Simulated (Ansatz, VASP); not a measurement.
## Two plane-wave programs on Rh

```xyz
2
Lattice="2.7310 0.0000 0.0000 -1.3655 2.3651 0.0000 0.0000 0.0000 4.4285" Properties=species:S:1:pos:R:3 pbc="T T T"
Rh    1.3655    0.7884    3.3214
Rh    0.0000    1.5767    1.1071
```

Alike in both runs: task single point; functional LDA; k mesh 6 × 6 × 4; occupations gaussian, width 0.1 eV; no spin polarisation.

|  | VASP | Ansatz |
| --- | --- | --- |
| version | VASP 6.6.1 | Ansatz 0.2.0 |
| potentials or method | VASP PAW LDA potentials, release 64 (Rh_pv), cutoff 500 eV | scalar-relativistic, plane waves, PAW |
| valence electrons in the cell | 30 | 34 |

```csv
,VASP,Ansatz,Ansatz less VASP
gap on the k mesh at the Fermi level (eV),none,none,-
pressure (GPa),-18.6,-19.3,-0.69
"traceless stress, the component that is largest in VASP (GPa)",-3.67,-3.71,-0.038
```

LDA's correlation is that of Perdew and Zunger in VASP and of Perdew and Wang (1992) in Ansatz. A gap of «none» marks a metal or a gap that the smearing closes. VASP's potentials hold 30 valence electrons a cell and Ansatz's 34, so a difference there can come from the potentials and not from the codes.

The k mesh is coarse, so the values compare programs but aren't converged.
